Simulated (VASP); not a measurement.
# In3GeO2: single point with PBE

In3GeO2:

```
In Ge O
1.0
     2.79733   -4.69786    0.00000
     2.79733    4.69786    0.00000
     0.00000    0.00000    4.34053
In Ge O
3 1 2
Direct
  0.66109 0.33891 0.00000
  0.33891 0.66109 0.00000
  0.50000 0.50000 0.50000
  0.00000 0.00000 0.00000
  0.50000 0.00000 0.50000
  0.00000 0.50000 0.50000
```

```
Program                : VASP 6.6.1
Task                   : single point
Functional             : PBE
Potentials or basis    : VASP PAW PBE potentials, release 64 (In_d, Ge_d, O)
Cutoff                 : 520 eV
k mesh                 : 4 × 4 × 4
Occupations            : gaussian, width 0.1 eV
Spin                   : no spin polarisation
Dipole correction      : no
Further INCAR settings : ALGO = Normal; EDIFF = 1e-06; NBANDS = 42
```

```
Pressure      : 3.3 GPa
Largest force : 3.629 eV/Å
```

Forces in eV/Å, atoms in the order of the input:
```
In   0.000 -3.629  0.000
In   0.000  3.629  0.000
In   0.000  0.000  0.000
Ge   0.000  0.000  0.000
O    0.000  0.000  0.000
O    0.000  0.000  0.000
```

Stress tensor (GPa, compression positive):
```
1.05 0.00 0.00
0.00 2.17 0.00
0.00 0.00 6.78
```

Levels at points of the mesh, in eV from the Fermi level:
```csv
k point,band 28,band 29,band 30,band 31,band 32,band 33,band 34,band 35,band 36,band 37
"(0.00, 0.00, 0.00)",-2.92,-1.67,-1.36,-0.47,-0.04,0.42,0.73,0.74,1.06,2.79
"(0.50, 0.00, 0.00)",-2.43,-1.73,-1.60,-0.97,-0.58,0.90,1.07,1.25,2.45,2.66
"(0.50, 0.50, 0.00)",-2.32,-1.78,-1.69,-1.38,-0.52,-0.08,1.51,2.00,2.30,4.24
"(0.00, 0.00, 0.50)",-2.68,-2.34,-2.18,-1.35,-1.20,-0.64,-0.07,0.30,1.95,3.17
"(0.50, 0.00, 0.50)",-3.35,-2.32,-1.47,-0.66,-0.05,0.04,0.22,2.05,3.08,3.82
"(0.50, 0.50, 0.50)",-2.95,-1.54,-0.32,-0.06,-0.04,0.11,0.92,1.13,1.93,2.99
```

Run time: 97 s on 1 thread of AMD EPYC 9R45 96-Core Processor (Zen 5), with other jobs on the host, peak memory 0.25 GiB.

Caveat: the k points lie up to 0.36 Å⁻¹ apart; spin-orbit coupling is left out, which moves the levels of the heavy elements; an odd number of electrons without spin polarisation forces a metal; a magnetic or distorted state may lie lower.
